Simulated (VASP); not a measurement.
# Mn in VASP: single point with PBE

Aim: the single point of Mn with PBE.

All numbers are computed with VASP 6.6.1; they aren't measurements. Logs are shortened: lines on timing, memory, paths and dates and some standing lists are left out, and cuts for length are marked.

### 1 The cell of the first run

The cell holds a cluster in a box, 1 atom: a = 9.000 Å, b = 9.300 Å, c = 9.600 Å, α = 90.00°, β = 90.00°, γ = 90.00°.

### 2 Single point, PBE, collinear spin, ferromagnetic start

INCAR

```
SYSTEM = Mn
  PREC = Accurate
  ENCUT = 400
  EDIFF = 1E-6
  ISMEAR = -1
  SIGMA = 0.1
  LREAL = .False.
  LASPH = .True.
  NELM = 200
  ALGO = Normal
  ISIF = 2
  LWAVE = .False.
  LCHARG = .False.
  ISPIN = 2
  MAGMOM = 5
  LORBIT = 11
  LMAXMIX = 4
  GGA = PE
  NBANDS = 16
  GGA_COMPAT = .False.
```

KPOINTS

```
Automatic mesh
0
Gamma
  1 1 1
  0 0 0
```

POSCAR

```
Mn
1.0
    9.0000000000      0.0000000000      0.0000000000
    0.0000000000      9.3000000000      0.0000000000
    0.0000000000      0.0000000000      9.6000000000
Mn
1
Direct
    0.4972325500      0.4977741400      0.5013493200
```

Potentials or basis: VASP PAW PBE potentials, release 64 (Mn_pv).

Started as:

```sh
> cat potpaw_PBE.64/Mn_pv/POTCAR > POTCAR
> mpirun -np 1 vasp_gam > vasp.out
```

OUTCAR:

```text
SYSTEM = Mn
   PREC = Accurate
   ENCUT = 400
   EDIFF = 1E-6
   ISMEAR = -1
   LREAL = .False.
   LASPH = .True.
   NELM = 200
   ISIF = 2
   ISPIN = 2
   LORBIT = 11
   GGA = PE

 ion  position               nearest neighbor table
   1  0.497  0.498  0.501-

  LATTYP: Found a simple orthorhombic cell.
 ALAT       =     9.0000000000
 B/A-ratio  =     1.0333333333
 C/A-ratio  =     1.0666666667

  Lattice vectors:

 A1 = (   9.0000000000,   0.0000000000,   0.0000000000)
 A2 = (   0.0000000000,   9.3000000000,   0.0000000000)
 A3 = (   0.0000000000,   0.0000000000,   9.6000000000)

Analysis of symmetry for initial positions (statically):
=====================================================================
 Subroutine PRICEL returns:
 Original cell was already a primitive cell.

 Routine SETGRP: Setting up the symmetry group for a
 simple orthorhombic supercell.

 Subroutine GETGRP returns: Found  8 space group operations
 (whereof  1 operations were pure point group operations)
 out of a pool of  8 trial point group operations.

The static configuration has the point symmetry C_1 .
 The point group associated with its full space group is D_2h.

Analysis of symmetry for dynamics (positions and initial velocities):
=====================================================================
 Subroutine PRICEL returns:
 Original cell was already a primitive cell.

 Routine SETGRP: Setting up the symmetry group for a
 simple orthorhombic supercell.

 Subroutine GETGRP returns: Found  8 space group operations
 (whereof  1 operations were pure point group operations)
 out of a pool of  8 trial point group operations.

The dynamic configuration has the point symmetry C_1 .
 The point group associated with its full space group is D_2h.

Analysis of structural, dynamic, and magnetic symmetry:
=====================================================================
 Subroutine PRICEL returns:
 Original cell was already a primitive cell.

 Routine SETGRP: Setting up the symmetry group for a
 simple orthorhombic supercell.

 Subroutine GETGRP returns: Found  8 space group operations
 (whereof  1 operations were pure point group operations)
 out of a pool of  8 trial point group operations.

The overall configuration has the point symmetry C_1 .
 The point group associated with its full space group is D_2h.

 Subroutine INISYM returns: Found  8 space group operations
 (whereof  1 operations are pure point group operations),
 and found     1 'primitive' translations

----------------------------------------------------------------------------------------

                                     Primitive cell

  volume of cell :     803.5200

  direct lattice vectors                    reciprocal lattice vectors
     9.000000000  0.000000000  0.000000000     0.111111111  0.000000000  0.000000000
     0.000000000  9.300000000  0.000000000     0.000000000  0.107526882  0.000000000
     0.000000000  0.000000000  9.600000000     0.000000000  0.000000000  0.104166667

  length of vectors
     9.000000000  9.300000000  9.600000000     0.111111111  0.107526882  0.104166667

  position of ions in fractional coordinates (direct lattice)
     0.497232550  0.497774140  0.501349320

  ion indices of the primitive-cell ions
   primitive index   ion index
                 1           1

----------------------------------------------------------------------------------------

 KPOINTS: Automatic mesh

Automatic generation of k-mesh.
 Grid dimensions read from file:
 generate k-points for:    1    1    1

 Generating k-lattice:

  Cartesian coordinates                     Fractional coordinates (reciprocal lattice)
     0.111111111  0.000000000  0.000000000     1.000000000  0.000000000  0.000000000
     0.000000000  0.107526882  0.000000000     0.000000000  1.000000000  0.000000000
     0.000000000  0.000000000  0.104166667     0.000000000  0.000000000  1.000000000

  Length of vectors
     0.111111111  0.107526882  0.104166667

  Shift w.r.t. Gamma in fractional coordinates (k-lattice)
     0.000000000  0.000000000  0.000000000

 Subroutine IBZKPT returns following result:
 ===========================================

 Found      1 irreducible k-points:

 Following reciprocal coordinates:
            Coordinates               Weight
  0.000000  0.000000  0.000000      1.000000
   k-points           NKPTS =      1   k-points in BZ     NKDIM =      1   number of bands    NBANDS=     16
   number of dos      NEDOS =    301   number of ions     NIONS =      1
   total plane-waves  NPLWV = 245760
   dimension x,y,z NGX =    60 NGY =   64 NGZ =   64
   dimension x,y,z NGXF=   120 NGYF=  128 NGZF=  128
   ions per type =               1
   NGX,Y,Z   is equivalent  to a cutoff of  11.08, 11.44, 11.08 a.u.
   NGXF,Y,Z  is equivalent  to a cutoff of  22.17, 22.88, 22.17 a.u.
 SYSTEM =  Mn
   PREC   = accura    normal or accurate (medium, high low for compatibility)
   ISTART =      0    job   : 0-new  1-cont  2-samecut
   ICHARG =      2    charge: 1-file 2-atom 10-const
   ISPIN  =      2    spin polarized calculation?
   LNONCOLLINEAR =      F non collinear calculations
   LSORBIT =      F    spin-orbit coupling
   LASPH  =      T    aspherical Exc in radial PAW
   ENCUT  =  400.0 eV  29.40 Ry    5.42 a.u.  14.68 15.17 15.66*2*pi/ulx,y,z
   NELM   =    200;   NELMIN=  2; NELMDL= -5     # of ELM steps
   EDIFF  = 0.1E-05   stopping-criterion for ELM
   LREAL  =      F    real-space projection
   EDIFFG = 0.1E-04   stopping-criterion for IOM
   NSW    =      0    number of steps for IOM
   IBRION =     -1    ionic relax: 0-MD 1-quasi-New 2-CG
   NFREE  =      0    steps in history (QN), initial steepest desc. (CG)
   ISIF   =      2    stress and relaxation
   ISYM   =      2    0-nonsym 1-usesym 2-fastsym
   POTIM  = 0.5000    time-step for ionic-motion
   TEBEG  =    0.0;   TEEND  =   0.0 temperature during run
   PSTRESS=    0.0 pullay stress
   NELECT =      13.0000    total number of electrons
   NUPDOWN=      -1.0000    fix difference up-down
   EMIN   =  10.00;   EMAX   =-10.00  energy-range for DOS
   EFERMI =   0.00;   METHOD = LEGACY
   ISMEAR =    -1;   SIGMA  =   0.10  broadening in eV -4-tet -1-fermi 0-gaus
   EFERMI_NEDOS =   21; number of points for ismear=-14 and -15
   IALGO  =     38    algorithm
   IMIX   =      4    mixing-type and parameters
     AMIX     =   0.40;   BMIX     =  1.00
     AMIX_MAG =   1.60;   BMIX_MAG =  1.00
  volume/ion in A,a.u.               =     803.52      5422.42
  Fermi-wavevector in a.u.,A,eV,Ry     =   0.414054  0.782449  2.332593  0.171441
  Thomas-Fermi vector in A             =   1.372089
   LORBIT       =     11    0 simple, 1 ext, 2 COOP (PROOUT), +10 PAW based schemes
   GGA     = PE    functional components
   LHFCALC =     F    Hartree Fock is set to
   AEXX    =    0.0000 exact exchange contribution
   IVDW    =     0    specifies the selected vdW correction
   LEPSILON=     F    determine dielectric tensor
   LRPA    =     F    only Hartree local field effects (RPA)
 spin polarized calculation
  energy-cutoff  :      400.00
  volume of cell :      803.52
 maximum number of plane-waves:      7297
 NGX is ok and might be reduce to    60
   NGX = 29   NGY = 31   NGZ = 31

 number of electron      12.9999997 magnetization       4.9999974

 Free energy of the ion-electron system (eV)
  ---------------------------------------------------
  ext. energy  EPLUGINS =         0.00000000
  ---------------------------------------------------
  free energy    TOTEN  =        -5.18043616 eV

  energy without entropy =       -5.12633852  energy(sigma->0) =       -5.15338734

 E-fermi :  -3.8355     XC(G=0):  -1.3263

 val. band max:       -4.1133877931   @ k =   0.0000   0.0000   0.0000
 cond. band min:      -3.3933202993   @ k =   0.0000   0.0000   0.0000
 fundamental gap:      0.7200674938
 Fermi energy:        -3.8354830197

 spin component 1

 k-point     1 :       0.0000    0.0000    0.0000
  band No.  band energies     occupation
      1     -55.6073      1.00000
      2     -55.6072      1.00000
      3     -55.6069      1.00000
      4      -7.7055      1.00000
      5      -7.7054      1.00000
      6      -7.7048      1.00000
[... 8 lines left out ...]
     15       1.0036      0.00000
     16       1.7459      0.00000
 Fermi energy:        -3.8354830197

 spin component 2

 k-point     1 :       0.0000    0.0000    0.0000
  band No.  band energies     occupation
      1     -50.6515      1.00000
      2     -50.6511      1.00000
      3     -50.6505      1.00000
      4      -4.1134      0.94153
      5      -3.3933      0.01187
      6      -3.3925      0.01178
[... 8 lines left out ...]
     15       0.9546      0.00000
     16       1.7289      0.00000

------------------------ aborting loop because EDIFF is reached ----------------------------------------

  FORCE on cell =-STRESS in cart. coord.  units (eV):
  Direction    XX          YY          ZZ          XY          YZ          ZX
  --------------------------------------------------------------------------------------
  -------------------------------------------------------------------------------------
  Total       -0.1855041     -0.1653837     -0.1496016      0.0000000      0.0000000      0.0000000
  in kB       -0.3698856     -0.3297665     -0.2982978      0.0000000      0.0000000      0.0000000
  external PRESSURE =      -0.3326500 kB  Pullay stress =       0.0000000 kB

 VOLUME and BASIS-vectors are now :
 -----------------------------------------------------------------------------
  energy-cutoff  :      400.00
  volume of cell :      803.52
      direct lattice vectors                 reciprocal lattice vectors
     9.000000000  0.000000000  0.000000000     0.111111111  0.000000000  0.000000000
     0.000000000  9.300000000  0.000000000     0.000000000  0.107526882  0.000000000
     0.000000000  0.000000000  9.600000000     0.000000000  0.000000000  0.104166667

 POSITION                                       TOTAL-FORCE (eV/Angst)
 -----------------------------------------------------------------------------------
      4.47509      4.62930      4.81295         0.000000      0.000000      0.000000
 -----------------------------------------------------------------------------------
    total drift:                               -0.000067     -0.000256     -0.000064

  FREE ENERGIE OF THE ION-ELECTRON SYSTEM (eV)
  ---------------------------------------------------
  free  energy   TOTEN  =        -5.1804361560 eV

  energy  without entropy=       -5.1263385237  energy(sigma->0) =       -5.15338734

 total charge

# of ion       s       p       d       tot
------------------------------------------
    1        0.520   5.971   4.687  11.178

 magnetization (x)

# of ion       s       p       d       tot
------------------------------------------
    1        0.073  -0.001   4.584   4.657
```

Run time: 72 s. Hardware: 1 thread of Intel Xeon 6975P-C, shared host; peak memory 0.66 GiB.

What came out:

```yaml
Free_energy: -5.1804 eV
Gap_between_the_frontier_levels: 0.72 eV
Net_moment: 5.00 μB per cell
Site_moments: Mn +4.66 μB
Valence_electrons_inside_the_program's_atomic_spheres: Mn 11.18
```
